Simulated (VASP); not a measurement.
# BaPdF3 (P6_3mc) in VASP: single point with PBE

Aim: the single point of BaPdF3 with PBE.

Program: VASP 6.6.1. These are calculated values, not measurements. Logs are shortened: lines on timing, memory, paths and dates and some standing lists are left out, and cuts for length are marked.

## (1) The cell of the first run

It takes space group P6_3mc (No. 186, hexagonal). The conventional cell has a = 5.489 Å, b = 5.489 Å, c = 5.344 Å, α = 90.00°, β = 90.00°, γ = 120.00°. Within 3.5 Å of Ba (site symmetry 3m) lie 2 Ba at 2.67 Å and 12 F at 2.98 to 3.15 Å and 3 Pd at 3.20 Å. Pd (site symmetry 3m) has 3 F at 1.73 Å within 2.3 Å. Within 2.5 Å of F (site symmetry m) lie 2 Pd at 1.73 to 2.42 Å and 2 F at 2.33 Å.

The cell was generated, and may not be a known phase.

## (2) Single point, PBE

Input file INCAR:

```
PREC     = Accurate       # precision mode
ENCUT    = 520            # plane-wave cutoff, eV
EDIFF    = 1E-6           # SCF threshold, eV
ISMEAR   = 0              # smearing method
SIGMA    = 0.1            # smearing width, eV
LREAL    = False          # projectors in reciprocal space
LASPH    = True           # aspherical terms in the spheres
NELM     = 80             # most SCF steps
ALGO     = Normal         # electronic algorithm
ISIF     = 2              # what is computed and relaxed
LWAVE    = False          # write WAVECAR
LCHARG   = False          # write CHGCAR
GGA      = PE             # functional
NBANDS   = 52             # bands
```

Input file KPOINTS:

```
Automatic mesh
0
Gamma
  6 6 4
```

Input file POSCAR:

```
BaPdF3
1.0
    5.4893753300      0.0000000000      0.0000000000
   -2.7446876700      4.7539384900      0.0000000000
    0.0000000000      0.0000000000      5.3442774200
Ba Pd F
2 2 6
Direct
    0.0000000000      0.0000000000      0.1667000000
    0.0000000000      0.0000000000      0.6667000000
    0.3333333300      0.6666666700      0.7500000000
    0.6666666700      0.3333333300      0.2500000000
    0.9493885000      0.4746942500      0.4524380100
    0.5253057500      0.4746942500      0.4524380100
    0.5253057500      0.0506115000      0.4524380100
    0.0506115000      0.5253057500      0.9524380100
    0.4746942500      0.5253057500      0.9524380100
    0.4746942500      0.9493885000      0.9524380100
```

Potentials or basis: VASP PAW PBE potentials, release 64 (Ba_sv, Pd, F).

Command:

```
$ cat potpaw_PBE.64/Ba_sv/POTCAR potpaw_PBE.64/Pd/POTCAR potpaw_PBE.64/F/POTCAR > POTCAR
$ mpirun -np 1 vasp_std > vasp.out
```

OUTCAR:

```text
PREC = Accurate
   ENCUT = 520
   EDIFF = 1E-6
   ISMEAR = 0
   LREAL = False
   LASPH = True
   NELM = 80
   ISIF = 2
   GGA = PE

 ion  position               nearest neighbor table
   1  0.000  0.000  0.167-   2 2.67   2 2.67  10 2.98   9 2.98  10 2.98   9 2.98   8 2.98   8 2.98
                             7 3.15   6 3.15   7 3.15   6 3.15   5 3.15   5 3.15   4 3.20   4 3.20
   2  0.000  0.000  0.667-   1 2.67   1 2.67   7 2.98   6 2.98   7 2.98   6 2.98   5 2.98   5 2.98
                            10 3.15   9 3.15  10 3.15   9 3.15   8 3.15   8 3.15   3 3.20   3 3.20
   3  0.333  0.667  0.750-   8 1.73  10 1.73   9 1.73   5 2.42   7 2.42   6 2.42   2 3.20   2 3.20
                             2 3.20   1 3.87   1 3.87   1 3.87
   4  0.667  0.333  0.250-   5 1.73   7 1.73   6 1.73   8 2.42  10 2.42   9 2.42   1 3.20   1 3.20
                             1 3.20   2 3.87   2 3.87   2 3.87
   5  0.949  0.475  0.452-   4 1.73   3 2.42   2 2.98   2 2.98   1 3.15   1 3.15
   6  0.525  0.475  0.452-   4 1.73   3 2.42   2 2.98   2 2.98   1 3.15   1 3.15
   7  0.525  0.051  0.452-   4 1.73   3 2.42   2 2.98   2 2.98   1 3.15   1 3.15
   8  0.051  0.525  0.952-   3 1.73   4 2.42   1 2.98   1 2.98   2 3.15   2 3.15
   9  0.475  0.525  0.952-   3 1.73   4 2.42   1 2.98   1 2.98   2 3.15   2 3.15
  10  0.475  0.949  0.952-   3 1.73   4 2.42   1 2.98   1 2.98   2 3.15   2 3.15

  LATTYP: Found a hexagonal cell.
 ALAT       =     5.4893753300
 C/A-ratio  =     0.9735675006

  Lattice vectors:

 A1 = (   5.4893753300,   0.0000000000,   0.0000000000)
 A2 = (  -2.7446876700,   4.7539384900,   0.0000000000)
 A3 = (   0.0000000000,   0.0000000000,   5.3442774200)

Analysis of symmetry for initial positions (statically):
=====================================================================
 Subroutine PRICEL returns:
 Original cell was already a primitive cell.

 Routine SETGRP: Setting up the symmetry group for a
 hexagonal supercell.

 Subroutine GETGRP returns: Found 12 space group operations
 (whereof  6 operations were pure point group operations)
 out of a pool of 24 trial point group operations.

The static configuration has the point symmetry C_3v.
 The point group associated with its full space group is C_6v.

Analysis of symmetry for dynamics (positions and initial velocities):
=====================================================================
 Subroutine PRICEL returns:
 Original cell was already a primitive cell.

 Routine SETGRP: Setting up the symmetry group for a
 hexagonal supercell.

 Subroutine GETGRP returns: Found 12 space group operations
 (whereof  6 operations were pure point group operations)
 out of a pool of 24 trial point group operations.

The dynamic configuration has the point symmetry C_3v.
 The point group associated with its full space group is C_6v.

 Subroutine INISYM returns: Found 12 space group operations
 (whereof  6 operations are pure point group operations),
 and found     1 'primitive' translations

----------------------------------------------------------------------------------------

                                     Primitive cell

  volume of cell :     139.4651

  direct lattice vectors                    reciprocal lattice vectors
     5.489375330  0.000000000  0.000000000     0.182170090  0.105175951  0.000000000
    -2.744687670  4.753938490  0.000000000     0.000000000  0.210351901  0.000000000
     0.000000000  0.000000000  5.344277420     0.000000000  0.000000000  0.187116035

  length of vectors
     5.489375330  5.489375335  5.344277420     0.210351901  0.210351901  0.187116035

  position of ions in fractional coordinates (direct lattice)
     0.000000000  0.000000000  0.166700000
     0.000000000  0.000000000  0.666700000
     0.333333330  0.666666670  0.750000000
     0.666666670  0.333333330  0.250000000
     0.949388500  0.474694250  0.452438010
     0.525305750  0.474694250  0.452438010
     0.525305750  0.050611500  0.452438010
     0.050611500  0.525305750  0.952438010
     0.474694250  0.525305750  0.952438010
     0.474694250  0.949388500  0.952438010

  ion indices of the primitive-cell ions
   primitive index   ion index
                 1           1
                 2           2
                 3           3
                 4           4
                 5           5
                 6           6
                 7           7
                 8           8
                 9           9
                10          10

----------------------------------------------------------------------------------------

 KPOINTS: Automatic mesh

Automatic generation of k-mesh.
 Grid dimensions read from file:
 generate k-points for:    6    6    4

 Generating k-lattice:

  Cartesian coordinates                     Fractional coordinates (reciprocal lattice)
     0.030361682  0.017529325  0.000000000     0.166666667  0.000000000  0.000000000
     0.000000000  0.035058650  0.000000000     0.000000000  0.166666667  0.000000000
     0.000000000  0.000000000  0.046779009     0.000000000  0.000000000  0.250000000

  Length of vectors
     0.035058650  0.035058650  0.046779009

  Shift w.r.t. Gamma in fractional coordinates (k-lattice)
     0.000000000  0.000000000  0.000000000

 Subroutine IBZKPT returns following result:
 ===========================================

 Found     21 irreducible k-points:

 Following reciprocal coordinates:
            Coordinates               Weight
  0.000000  0.000000  0.000000      1.000000
  0.166667  0.000000  0.000000      6.000000
  0.333333  0.000000  0.000000      6.000000
  0.500000 -0.000000  0.000000      3.000000
  0.166667  0.166667  0.000000      6.000000
  0.333333  0.166667  0.000000     12.000000
[... 13 lines left out ...]
  0.333333  0.166667  0.500000     12.000000
  0.333333  0.333333  0.500000      2.000000
   k-points           NKPTS =     21   k-points in BZ     NKDIM =     21   number of bands    NBANDS=     52
   number of dos      NEDOS =    301   number of ions     NIONS =     10
   total plane-waves  NPLWV =  70560
   dimension x,y,z NGX =    42 NGY =   42 NGZ =   40
   dimension x,y,z NGXF=    84 NGYF=   84 NGZF=   80
   ions per type =               2   2   6
   NGX,Y,Z   is equivalent  to a cutoff of  12.72, 12.72, 12.44 a.u.
   NGXF,Y,Z  is equivalent  to a cutoff of  25.44, 25.44, 24.89 a.u.
 SYSTEM =  unknown system
   PREC   = accura    normal or accurate (medium, high low for compatibility)
   ISTART =      0    job   : 0-new  1-cont  2-samecut
   ICHARG =      2    charge: 1-file 2-atom 10-const
   ISPIN  =      1    spin polarized calculation?
   LNONCOLLINEAR =      F non collinear calculations
   LSORBIT =      F    spin-orbit coupling
   LASPH  =      T    aspherical Exc in radial PAW
   ENCUT  =  520.0 eV  38.22 Ry    6.18 a.u.  10.21 10.21  9.94*2*pi/ulx,y,z
   NELM   =     80;   NELMIN=  2; NELMDL= -5     # of ELM steps
   EDIFF  = 0.1E-05   stopping-criterion for ELM
   LREAL  =      F    real-space projection
   EDIFFG = 0.1E-04   stopping-criterion for IOM
   NSW    =      0    number of steps for IOM
   IBRION =     -1    ionic relax: 0-MD 1-quasi-New 2-CG
   NFREE  =      0    steps in history (QN), initial steepest desc. (CG)
   ISIF   =      2    stress and relaxation
   ISYM   =      2    0-nonsym 1-usesym 2-fastsym
   POTIM  = 0.5000    time-step for ionic-motion
   TEBEG  =    0.0;   TEEND  =   0.0 temperature during run
   PSTRESS=    0.0 pullay stress
   NELECT =      82.0000    total number of electrons
   NUPDOWN=      -1.0000    fix difference up-down
   EMIN   =  10.00;   EMAX   =-10.00  energy-range for DOS
   EFERMI =   0.00;   METHOD = LEGACY
   ISMEAR =     0;   SIGMA  =   0.10  broadening in eV -4-tet -1-fermi 0-gaus
   EFERMI_NEDOS =   21; number of points for ismear=-14 and -15
   IALGO  =     38    algorithm
   IMIX   =      4    mixing-type and parameters
     AMIX     =   0.40;   BMIX     =  1.00
     AMIX_MAG =   1.60;   BMIX_MAG =  1.00
  volume/ion in A,a.u.               =      13.95        94.12
  Fermi-wavevector in a.u.,A,eV,Ry     =   1.371485  2.591730 25.592153  1.880970
  Thomas-Fermi vector in A             =   2.497177
   LORBIT       =      0    0 simple, 1 ext, 2 COOP (PROOUT), +10 PAW based schemes
   GGA     = PE    functional components
   LHFCALC =     F    Hartree Fock is set to
   AEXX    =    0.0000 exact exchange contribution
   IVDW    =     0    specifies the selected vdW correction
   LEPSILON=     F    determine dielectric tensor
   LRPA    =     F    only Hartree local field effects (RPA)
 non-spin polarized calculation
 Gauss-broadening in eV      SIGMA  =   0.10
  energy-cutoff  :      520.00
  volume of cell :      139.47
 maximum number of plane-waves:      3780
 NGX is ok and might be reduce to    42
   NGX = 21   NGY = 21   NGZ = 19

 number of electron      81.9999948 magnetization

 Free energy of the ion-electron system (eV)
  ---------------------------------------------------
  ext. energy  EPLUGINS =         0.00000000
  ---------------------------------------------------
  free energy    TOTEN  =       -27.15088884 eV

  energy without entropy =      -27.11027848  energy(sigma->0) =      -27.13058366

 E-fermi :   5.9895     XC(G=0): -10.7350

 val. band max:        5.9876192950   @ k =   0.3333   0.0000   0.5000
 cond. band min:       5.9983674576   @ k =   0.5000  -0.0000   0.0000
 fundamental gap:      0.0107481625
 Fermi energy:         5.9894579039

 k-point     1 :       0.0000    0.0000    0.0000
  band No.  band energies     occupation
      1     -24.3870      2.00000
      2     -22.2009      2.00000
      3     -19.9468      2.00000
      4     -19.6101      2.00000
      5     -19.4243      2.00000
      6     -19.4243      2.00000
[... 44 lines left out ...]
     51      11.3294      0.00000
     52      12.7853      0.00000

 k-point     2 :       0.1667    0.0000    0.0000
  band No.  band energies     occupation
      1     -24.3819      2.00000
      2     -22.1999      2.00000
      3     -19.9387      2.00000
      4     -19.6304      2.00000
      5     -19.4257      2.00000
      6     -19.4200      2.00000
[... 44 lines left out ...]
     51      11.3968      0.00000
     52      12.9577      0.00000

 k-point     3 :       0.3333    0.0000    0.0000
  band No.  band energies     occupation
      1     -24.3715      2.00000
      2     -22.1979      2.00000
      3     -19.9142      2.00000
      4     -19.6856      2.00000
      5     -19.4285      2.00000
      6     -19.3994      2.00000
[... 44 lines left out ...]
     51      12.0941      0.00000
     52      12.5141      0.00000
[... 881 lines left out ...]
 k-point    20 :       0.3333    0.1667    0.5000
  band No.  band energies     occupation
      1     -23.4604      2.00000
      2     -23.4604      2.00000
      3     -19.7736      2.00000
      4     -19.7736      2.00000
      5     -19.3971      2.00000
      6     -19.3971      2.00000
[... 44 lines left out ...]
     51      10.7693      0.00000
     52      10.7693      0.00000

 k-point    21 :       0.3333    0.3333    0.5000
  band No.  band energies     occupation
      1     -23.4582      2.00000
      2     -23.4582      2.00000
      3     -19.7739      2.00000
      4     -19.7739      2.00000
      5     -19.4086      2.00000
      6     -19.4086      2.00000
[... 44 lines left out ...]
     51      10.8749      0.00000
     52      10.8749      0.00000

------------------------ aborting loop because EDIFF is reached ----------------------------------------

  FORCE on cell =-STRESS in cart. coord.  units (eV):
  Direction    XX          YY          ZZ          XY          YZ          ZX
  --------------------------------------------------------------------------------------
  -------------------------------------------------------------------------------------
  Total       37.7589161     37.7589161     84.0446515     -0.0000000      0.0000000      0.0000000
  in kB      433.7751037    433.7751043    965.5064610     -0.0000005      0.0000000      0.0000000
  external PRESSURE =     611.0188897 kB  Pullay stress =       0.0000000 kB

 VOLUME and BASIS-vectors are now :
 -----------------------------------------------------------------------------
  energy-cutoff  :      520.00
  volume of cell :      139.47
      direct lattice vectors                 reciprocal lattice vectors
     5.489375330  0.000000000  0.000000000     0.182170090  0.105175951  0.000000000
    -2.744687670  4.753938490  0.000000000     0.000000000  0.210351901  0.000000000
     0.000000000  0.000000000  5.344277420     0.000000000  0.000000000  0.187116035

 POSITION                                       TOTAL-FORCE (eV/Angst)
 -----------------------------------------------------------------------------------
      0.00000      0.00000      0.89089        -0.000000     -0.000000      0.174843
      0.00000      0.00000      3.56303        -0.000000      0.000000      0.174843
     -0.00000      3.16929      4.00821        -0.000000      0.000000    -20.899398
      2.74469      1.58465      1.33607        -0.000000     -0.000000    -20.899398
      3.90866      2.25667      2.41795         7.883798      4.551713      6.908185
      1.58071      2.25667      2.41795        -7.883798      4.551713      6.908185
      2.74469      0.24060      2.41795         0.000000     -9.103425      6.908185
     -1.16397      2.49727      5.09009        -7.883798     -4.551713      6.908185
      1.16397      2.49727      5.09009         7.883798     -4.551713      6.908185
     -0.00000      4.51333      5.09009        -0.000000      9.103425      6.908185
 -----------------------------------------------------------------------------------
    total drift:                                0.000001      0.000002      0.004853

  FREE ENERGIE OF THE ION-ELECTRON SYSTEM (eV)
  ---------------------------------------------------
  free  energy   TOTEN  =       -27.1508888400 eV

  energy  without entropy=      -27.1102784828  energy(sigma->0) =      -27.13058366
```

It took 4.2 min on 1 thread of Intel Xeon 8259CL, shared host; peak memory 0.33 GiB.

What came out:

- Free energy: -27.1509 eV
- Pressure: 61.1 GPa
- Largest force: 20.899 eV/Å
- Band gap on the k mesh: zero (bands 41 and 42 overlap by 0.73 eV)

Forces on the atoms (eV/Å):
```
Ba    0.000   0.000   0.175
Ba    0.000   0.000   0.175
Pd    0.000   0.000 -20.899
Pd    0.000   0.000 -20.899
F     7.884   4.552   6.908
F    -7.884   4.552   6.908
F     0.000  -9.103   6.908
F    -7.884  -4.552   6.908
F     7.884  -4.552   6.908
F     0.000   9.103   6.908
```

Levels at points of the mesh, in eV from the Fermi level:
```
           k point  band 39  band 40  band 41  band 42  band 43  band 44
(0.00, 0.00, 0.00)    -0.61    -0.61    -0.21     0.24     0.24     0.82
(0.50, 0.00, 0.00)    -0.84    -0.73    -0.59    -0.15     0.01     0.46
(0.00, 0.00, 0.50)    -0.18    -0.18    -0.18    -0.18     2.27     2.27
(0.50, 0.00, 0.50)    -0.45    -0.45     0.05     0.05     2.56     2.56
```

Caveat: the stress differs along the axes, from 43 to 97 GPa; spin-orbit coupling is left out, which moves the levels of the heavy elements; forces of over 1 eV/Å act on the atoms, so gaps and moduli don't describe the material at rest.
